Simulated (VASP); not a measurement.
# Bi (P-1) in VASP: settings compared

Bi is run at these levels: PBEsol, LDA; tasks: single point.

Program: VASP 6.6.1. These are calculated values, not measurements. Logs are shortened: lines on timing, memory, paths and dates and some standing lists are left out, and cuts for length are marked.

### Step 1. The cell of the first run

The typed cell holds 2 atoms: a = 3.238 Å, b = 3.222 Å, c = 6.444 Å, α = 89.99°, β = 90.72°, γ = 90.57°.

### Step 2. Single point, PBEsol

Contents of INCAR:

```
SYSTEM = Bi
PREC     = Accurate       ! precision mode
ENCUT    = 520            ! plane-wave cutoff, eV
EDIFF    = 1E-6           ! SCF threshold, eV
ISMEAR   = -1             ! smearing method
SIGMA    = 0.05           ! smearing width, eV
LREAL    = .FALSE.        ! projectors in reciprocal space
LASPH    = .TRUE.         ! aspherical terms in the spheres
NELM     = 60             ! most SCF steps
ALGO     = Fast           ! electronic algorithm
ISIF     = 2              ! what is computed and relaxed
LWAVE    = .FALSE.        ! write WAVECAR
LCHARG   = .FALSE.        ! write CHGCAR
GGA      = PS             ! functional
NBANDS   = 22             ! bands
```

Contents of KPOINTS:

```
Automatic mesh
0
G
  7 7 4
  0 0 0
```

Contents of POSCAR:

```
Bi
1.0
    3.2383762460     -0.0161918812      0.0000000000
   -0.0161082166      3.2216433200      0.0000000000
   -0.0804548793      0.0004022744      6.4438887882
Bi
2
Direct
    0.5442472500      0.0000000000      0.7495778900
    0.4557527500      0.0000000000      0.2504221100
```

Potentials or basis: VASP PAW PBE potentials, release 64 (Bi_d).

On the command line:

```console
$ cat potpaw_PBE.64/Bi_d/POTCAR > POTCAR
$ mpirun -np 1 vasp_std > vasp.out
```

OUTCAR:

```text
SYSTEM = Bi
   PREC = Accurate
   ENCUT = 520
   EDIFF = 1E-6
   ISMEAR = -1
   LREAL = .FALSE.
   LASPH = .TRUE.
   NELM = 60
   ISIF = 2
   GGA = PS

 ion  position               nearest neighbor table
   1  0.544  0.000  0.750-   2 3.23   2 3.24
   2  0.456  0.000  0.250-   1 3.23   1 3.24

  LATTYP: Found a triclinic cell.
 ALAT       =     4.5907783553
 B/A-ratio  =     0.7017728457
 C/A-ratio  =     1.4037687164
 COS(alpha) =     0.0001248433
 COS(beta)  =     0.0088944969
 COS(gamma) =     0.7088268472

  Lattice vectors:

 A1 = (   3.2544844626,  -3.2378352012,   0.0000000000)
 A2 = (   0.0161082166,  -3.2216433200,   0.0000000000)
 A3 = (   0.0804548793,  -0.0004022744,  -6.4438887882)

Analysis of symmetry for initial positions (statically):
=====================================================================
 Subroutine PRICEL returns:
 Original cell was already a primitive cell.

 Routine SETGRP: Setting up the symmetry group for a
 triclinic supercell.

 Subroutine GETGRP returns: Found  2 space group operations
 (whereof  2 operations were pure point group operations)
 out of a pool of  2 trial point group operations.

The static configuration has the point symmetry S_2 .

Analysis of symmetry for dynamics (positions and initial velocities):
=====================================================================
 Subroutine PRICEL returns:
 Original cell was already a primitive cell.

 Routine SETGRP: Setting up the symmetry group for a
 triclinic supercell.

 Subroutine GETGRP returns: Found  2 space group operations
 (whereof  2 operations were pure point group operations)
 out of a pool of  2 trial point group operations.

The dynamic configuration has the point symmetry S_2 .

 Subroutine INISYM returns: Found  2 space group operations
 (whereof  2 operations are pure point group operations),
 and found     1 'primitive' translations

----------------------------------------------------------------------------------------

                                     Primitive cell

  volume of cell :      67.2267

  direct lattice vectors                    reciprocal lattice vectors
     3.238376246 -0.016191881  0.000000000     0.308804452  0.001544022  0.003855467
    -0.016108217  3.221643320  0.000000000     0.001552042  0.310408354 -0.000000000
    -0.080454879  0.000402274  6.443888788     0.000000000  0.000000000  0.155185794

  length of vectors
     3.238416725  3.221683590  6.444391039     0.308832378  0.310412234  0.155185794

  position of ions in fractional coordinates (direct lattice)
     0.544247250  0.000000000  0.749577890
     0.455752750  0.000000000  0.250422110

  ion indices of the primitive-cell ions
   primitive index   ion index
                 1           1
                 2           2

----------------------------------------------------------------------------------------

 KPOINTS: Automatic mesh

Automatic generation of k-mesh.
 Grid dimensions read from file:
 generate k-points for:    7    7    4

 Generating k-lattice:

  Cartesian coordinates                     Fractional coordinates (reciprocal lattice)
     0.044114922  0.000220575  0.000550781     0.142857143  0.000000000  0.000000000
     0.000221720  0.044344051 -0.000000000     0.000000000  0.142857143 -0.000000000
     0.000000000  0.000000000  0.038796449     0.000000000  0.000000000  0.250000000

  Length of vectors
     0.044118911  0.044344605  0.038796449

  Shift w.r.t. Gamma in fractional coordinates (k-lattice)
     0.000000000  0.000000000  0.000000000

 Subroutine IBZKPT returns following result:
 ===========================================

 Found     99 irreducible k-points:

 Following reciprocal coordinates:
            Coordinates               Weight
  0.000000  0.000000  0.000000      1.000000
  0.142857 -0.000000  0.000000      2.000000
  0.285714 -0.000000  0.000000      2.000000
  0.428571  0.000000  0.000000      2.000000
 -0.000000  0.142857 -0.000000      2.000000
  0.142857  0.142857 -0.000000      2.000000
[... 16 lines left out ...]
 -0.428571  0.428571  0.000000      2.000000
 -0.285714  0.428571  0.000000      2.000000
 [... further k-points ...]
   k-points           NKPTS =     99   k-points in BZ     NKDIM =     99   number of bands    NBANDS=     22
   number of dos      NEDOS =    301   number of ions     NIONS =      2
   total plane-waves  NPLWV =  27648
   dimension x,y,z NGX =    24 NGY =   24 NGZ =   48
   dimension x,y,z NGXF=    48 NGYF=   48 NGZF=   96
   ions per type =               2
   NGX,Y,Z   is equivalent  to a cutoff of  12.32, 12.38, 12.38 a.u.
   NGXF,Y,Z  is equivalent  to a cutoff of  24.64, 24.77, 24.77 a.u.
 SYSTEM =  Bi
   PREC   = accura    normal or accurate (medium, high low for compatibility)
   ISTART =      0    job   : 0-new  1-cont  2-samecut
   ICHARG =      2    charge: 1-file 2-atom 10-const
   ISPIN  =      1    spin polarized calculation?
   LNONCOLLINEAR =      F non collinear calculations
   LSORBIT =      F    spin-orbit coupling
   LASPH  =      T    aspherical Exc in radial PAW
   ENCUT  =  520.0 eV  38.22 Ry    6.18 a.u.   6.02  5.99 11.98*2*pi/ulx,y,z
   NELM   =     60;   NELMIN=  2; NELMDL= -5     # of ELM steps
   EDIFF  = 0.1E-05   stopping-criterion for ELM
   LREAL  =      F    real-space projection
   EDIFFG = 0.1E-04   stopping-criterion for IOM
   NSW    =      0    number of steps for IOM
   IBRION =     -1    ionic relax: 0-MD 1-quasi-New 2-CG
   NFREE  =      0    steps in history (QN), initial steepest desc. (CG)
   ISIF   =      2    stress and relaxation
   ISYM   =      2    0-nonsym 1-usesym 2-fastsym
   POTIM  = 0.5000    time-step for ionic-motion
   TEBEG  =    0.0;   TEEND  =   0.0 temperature during run
   PSTRESS=    0.0 pullay stress
   NELECT =      30.0000    total number of electrons
   NUPDOWN=      -1.0000    fix difference up-down
   EMIN   =  10.00;   EMAX   =-10.00  energy-range for DOS
   EFERMI =   0.00;   METHOD = LEGACY
   ISMEAR =    -1;   SIGMA  =   0.05  broadening in eV -4-tet -1-fermi 0-gaus
   EFERMI_NEDOS =   21; number of points for ismear=-14 and -15
   IALGO  =     68    algorithm
   IMIX   =      4    mixing-type and parameters
     AMIX     =   0.40;   BMIX     =  1.00
     AMIX_MAG =   1.60;   BMIX_MAG =  1.00
  volume/ion in A,a.u.               =      33.61       226.83
  Fermi-wavevector in a.u.,A,eV,Ry     =   1.251031  2.364105 21.294173  1.565078
  Thomas-Fermi vector in A             =   2.384997
   LORBIT       =      0    0 simple, 1 ext, 2 COOP (PROOUT), +10 PAW based schemes
   GGA     = PS    functional components
   LHFCALC =     F    Hartree Fock is set to
   AEXX    =    0.0000 exact exchange contribution
   IVDW    =     0    specifies the selected vdW correction
   LEPSILON=     F    determine dielectric tensor
   LRPA    =     F    only Hartree local field effects (RPA)
 non-spin polarized calculation
 RMM-DIIS sequential band-by-band and
  energy-cutoff  :      520.00
  volume of cell :       67.23
 maximum number of plane-waves:      1835
   NGX = 13   NGY = 11   NGZ = 23

 number of electron      30.0000015 magnetization

 Free energy of the ion-electron system (eV)
  ---------------------------------------------------
  ext. energy  EPLUGINS =         0.00000000
  ---------------------------------------------------
  free energy    TOTEN  =        -8.58357602 eV

  energy without entropy =       -8.57222885  energy(sigma->0) =       -8.57790243

 E-fermi :   6.6300     XC(G=0):  -9.9508

 val. band max:        6.6295548571   @ k =   0.2857   0.4286   0.5000
 cond. band min:       6.6365749945   @ k =   0.2857   0.2857   0.2500
 fundamental gap:      0.0070201373
 Fermi energy:         6.6300367183

 k-point     1 :       0.0000    0.0000    0.0000
  band No.  band energies     occupation
      1     -16.2424      2.00000
      2     -16.2228      2.00000
      3     -16.2146      2.00000
      4     -15.9832      2.00000
      5     -15.9757      2.00000
      6     -15.9617      2.00000
[... 14 lines left out ...]
     21      14.7545      0.00000
     22      16.5193      0.00000

 k-point     2 :       0.1429   -0.0000    0.0000
  band No.  band energies     occupation
      1     -16.2395      2.00000
      2     -16.1789      2.00000
      3     -16.1704      2.00000
      4     -15.9973      2.00000
      5     -15.9813      2.00000
      6     -15.9390      2.00000
[... 14 lines left out ...]
     21      14.8064      0.00000
     22      17.0741      0.00000

 k-point     3 :       0.2857   -0.0000    0.0000
  band No.  band energies     occupation
      1     -16.2331      2.00000
      2     -16.1204      2.00000
      3     -16.0525      2.00000
      4     -16.0460      2.00000
      5     -15.9773      2.00000
      6     -15.9514      2.00000
[... 14 lines left out ...]
     21      15.4090      0.00000
     22      17.7653      0.00000

 k-point     4 :       0.4286    0.0000    0.0000
  band No.  band energies     occupation
      1     -16.2280      2.00000
      2     -16.0925      2.00000
      3     -16.0843      2.00000
      4     -15.9806      2.00000
      5     -15.9740      2.00000
      6     -15.9652      2.00000
[... 14 lines left out ...]
     21      16.4365      0.00000
     22      17.6247      0.00000

 k-point     5 :      -0.0000    0.1429   -0.0000
  band No.  band energies     occupation
      1     -16.2259      2.00000
      2     -16.1811      2.00000
      3     -16.1746      2.00000
      4     -16.0058      2.00000
      5     -15.9736      2.00000
      6     -15.9401      2.00000
[... 14 lines left out ...]
     21      14.9484      0.00000
     22      16.8774      0.00000

 k-point     6 :       0.1429    0.1429   -0.0000
  band No.  band energies     occupation
      1     -16.2072      2.00000
      2     -16.1440      2.00000
      3     -16.1324      2.00000
      4     -16.0041      2.00000
      5     -15.9951      2.00000
      6     -15.9244      2.00000
[... 14 lines left out ...]
     21      14.8908      0.00000
     22      17.0681      0.00000

 k-point     7 :       0.2857    0.1429    0.0000
  band No.  band energies     occupation
      1     -16.1950      2.00000
      2     -16.0618      2.00000
      3     -16.0437      2.00000
      4     -16.0304      2.00000
      5     -15.9993      2.00000
      6     -15.9553      2.00000
[... 324 lines left out ...]
      6     -15.9814      2.00000
[... 14 lines left out ...]
     21      16.2647      0.00000
     22      16.3347      0.00000

 k-point    21 :       0.2857    0.4286    0.0000
  band No.  band energies     occupation
      1     -16.1202      2.00000
      2     -16.0871      2.00000
      3     -16.0379      2.00000
      4     -16.0337      2.00000
      5     -16.0264      2.00000
      6     -15.9777      2.00000
[... 14 lines left out ...]
     21      14.0016      0.00000
     22      14.2539      0.00000

 k-point    22 :       0.4286    0.4286    0.0000
  band No.  band energies     occupation
      1     -16.0919      2.00000
      2     -16.0822      2.00000
      3     -16.0757      2.00000
      4     -16.0706      2.00000
      5     -16.0624      2.00000
      6     -15.9748      2.00000
[... 14 lines left out ...]
     21      12.5227      0.00000
     22      13.7585      0.00000

 k-point    23 :      -0.4286    0.4286    0.0000
  band No.  band energies     occupation
      1     -16.0921      2.00000
      2     -16.0823      2.00000
      3     -16.0756      2.00000
      4     -16.0705      2.00000
      5     -16.0625      2.00000
      6     -15.9749      2.00000
[... 14 lines left out ...]
     21      12.4852      0.00000
     22      13.7283      0.00000

 k-point    24 :      -0.2857    0.4286    0.0000
  band No.  band energies     occupation
      1     -16.1203      2.00000
      2     -16.0871      2.00000
      3     -16.0381      2.00000
      4     -16.0336      2.00000
      5     -16.0267      2.00000
      6     -15.9777      2.00000
[... 14 lines left out ...]
     21      14.0734      0.00000
     22      14.1617      0.00000

 [... further k-points ...]

------------------------ aborting loop because EDIFF is reached ----------------------------------------

  FORCE on cell =-STRESS in cart. coord.  units (eV):
  Direction    XX          YY          ZZ          XY          YZ          ZX
  --------------------------------------------------------------------------------------
  -------------------------------------------------------------------------------------
  Total       -0.3157375     -0.0005438     -0.3839736     -0.0481461      0.0053975     -0.0096051
  in kB       -7.5247967     -0.0129599     -9.1510316     -1.1474395      0.1286350     -0.2289133
  external PRESSURE =      -5.5629294 kB  Pullay stress =       0.0000000 kB

 VOLUME and BASIS-vectors are now :
 -----------------------------------------------------------------------------
  energy-cutoff  :      520.00
  volume of cell :       67.23
      direct lattice vectors                 reciprocal lattice vectors
     3.238376246 -0.016191881  0.000000000     0.308804452  0.001544022  0.003855467
    -0.016108217  3.221643320  0.000000000     0.001552042  0.310408354 -0.000000000
    -0.080454879  0.000402274  6.443888788     0.000000000  0.000000000  0.155185794

 POSITION                                       TOTAL-FORCE (eV/Angst)
 -----------------------------------------------------------------------------------
      1.70217     -0.00851      4.83020        -0.000140      0.000858      0.004210
      1.45575     -0.00728      1.61369         0.000140     -0.000858     -0.004210
 -----------------------------------------------------------------------------------
    total drift:                                0.000000      0.000000      0.000000

  FREE ENERGIE OF THE ION-ELECTRON SYSTEM (eV)
  ---------------------------------------------------
  free  energy   TOTEN  =        -8.5835760193 eV

  energy  without entropy=       -8.5722288499  energy(sigma->0) =       -8.57790243
```

Run time: 43 s. Hardware: 1 thread of Intel Xeon Platinum 8559C (Emerald Rapids), shared host; peak memory 0.24 GiB.

What came out:

```
Free energy            : -8.5836 eV
Pressure               : -0.6 GPa
Largest force          : 0.004 eV/Å
Band gap on the k mesh : zero (band 15 reaches 10.56 eV, above the bottom of band 16 at 4.50 eV)
```

Forces on the atoms (eV/Å):
```
Bi   0.000  0.001  0.004
Bi   0.000 -0.001 -0.004
```

Stress tensor (GPa, compression positive):
```
-0.75 -0.11 -0.02
-0.11  0.00  0.01
-0.02  0.01 -0.92
```

Caveat: the PAW data sets were made with another functional, which shifts forces and pressure a little; spin-orbit coupling is left out, which moves the levels of the heavy elements.

### Step 3. Single point, PBEsol

Contents of INCAR:

```
SYSTEM = Bi
  PREC = Accurate
  ENCUT = 520
  EDIFF = 1E-7
  ISMEAR = -1
  SIGMA = 0.05
  LREAL = .False.
  LASPH = .True.
  NELM = 80
  ALGO = Fast
  ISIF = 2
  LWAVE = .False.
  LCHARG = .True.
  GGA = PS
  LELF = .True.
  LVHAR = .True.
  NBANDS = 22
```

Contents of KPOINTS:

```
Automatic mesh
0
Gamma
  7 7 4
  0 0 0
```

Contents of POSCAR:

```
Bi
1.0
    3.2383762460      0.0161918812      0.0000000000
    0.0161082166      3.2216433200      0.0000000000
   -0.0804548793     -0.0004022744      6.4438887882
Bi
2
Direct
    0.5442472500      0.0000000000      0.7495778900
    0.4557527500      0.0000000000      0.2504221100
```

Potentials or basis: VASP PAW PBE potentials, release 64 (Bi_d).

On the command line:

```console
$ cat potpaw_PBE.64/Bi_d/POTCAR > POTCAR
$ mpirun -np 1 vasp_std > vasp.out
```

Wall time 62 s (1 thread of Intel Xeon Platinum 8559C (Emerald Rapids), shared host); peak memory 0.23 GiB.

Results (log left out):

* Free energy: -8.5836 eV
* Pressure: -0.5 GPa
* Largest force: 0.004 eV/Å
* Band gap on the k mesh: zero (band 15 reaches 10.56 eV, above the bottom of band 16 at 4.50 eV)

Forces on the atoms (eV/Å):
```
Bi   0.000 -0.001  0.004
Bi   0.000  0.001 -0.004
```

Stress tensor (GPa, compression positive):
```
-0.74  0.11 -0.02
 0.11  0.01 -0.01
-0.02 -0.01 -0.89
```

Levels at points of the mesh, in eV from the Fermi level:
| k point | band 11 | band 12 | band 13 | band 14 | band 15 | band 16 | band 17 | band 18 | band 19 | band 20 |
| --- | --- | --- | --- | --- | --- | --- | --- | --- | --- | --- |
| (0.00, 0.00, 0.00) | -13.22 | -11.25 | -5.06 | 3.23 | 3.27 | 3.31 | 4.86 | 5.26 | 6.48 | 7.97 |
| (0.00, 0.00, 0.50) | -12.46 | -12.44 | -1.82 | -1.79 | 3.93 | 4.02 | 4.12 | 4.14 | 7.62 | 7.69 |

Caveat: the PAW data sets were made with another functional, which shifts forces and pressure a little; spin-orbit coupling is left out, which moves the levels of the heavy elements.

[end of part 1 of 2]
